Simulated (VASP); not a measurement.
Input of a VASP 6.6.1 run:

File INCAR:

```
SYSTEM = SiC4
PREC     = Accurate       ! precision mode
ENCUT    = 600            ! plane-wave cutoff, eV
EDIFF    = 1E-6           ! SCF threshold, eV
ISMEAR   = 0              ! smearing method
SIGMA    = 0.1            ! smearing width, eV
LREAL    = .False.        ! projectors in reciprocal space
LASPH    = .True.         ! aspherical terms in the spheres
NELM     = 100            ! most SCF steps
ALGO     = Normal         ! electronic algorithm
ISIF     = 3              ! what is computed and relaxed
LWAVE    = .False.        ! write WAVECAR
LCHARG   = .False.        ! write CHGCAR
GGA      = PE             ! functional
IBRION   = 2              ! ionic algorithm
NSW      = 90             ! ionic steps
EDIFFG   = -0.04          ! ionic threshold
```

The input KPOINTS:

```
Automatic mesh
0
Gamma
  6 6 6
  0 0 0
```

Contents of POSCAR:

```
SiC4
1.0
   -2.9143305900      2.9143305900      1.7859883900
    2.9143305900     -2.9143305900      1.7859883900
    2.9143305900      2.9143305900     -1.7859883900
Si C
1 4
Direct
    0.0000000000      0.0000000000      0.0000000000
    0.6015449600      0.7953882700      0.3969332300
    0.7953882700      0.3984550400      0.1938433100
    0.2046117300      0.6015449600      0.8061566900
    0.3984550400      0.2046117300      0.6030667700
```

Potentials or basis: VASP PAW PBE potentials, release 64 (Si, C).

Launch:

```sh
$ cat potpaw_PBE.64/Si/POTCAR potpaw_PBE.64/C/POTCAR > POTCAR
$ mpirun -np 1 vasp_std > vasp.out
```

**Question.** What does it give for the band gap on the k mesh?

**Answer.** Zero (band 10 reaches 7.45 eV, above the bottom of band 11 at 3.91 eV).

**Question.** Predict the space group after relaxing (to 0.05 Å).

**Answer.** I4/mmm (No. 139).

**Question.** Predict the relaxed cell.

**Answer.** a = 4.833 Å, b = 4.833 Å, c = 4.833 Å, α = 93.78°, β = 93.78°, γ = 150.25°.

**Question.** Estimate the relaxed volume.

**Answer.** 10.83 Å³/atom.

Forces in eV/Å, atoms in the order of the input:
```
Si   0.000  0.000  0.000
C    0.012 -0.009  0.000
C    0.009  0.012  0.000
C   -0.009 -0.012  0.000
C   -0.012  0.009  0.000
```
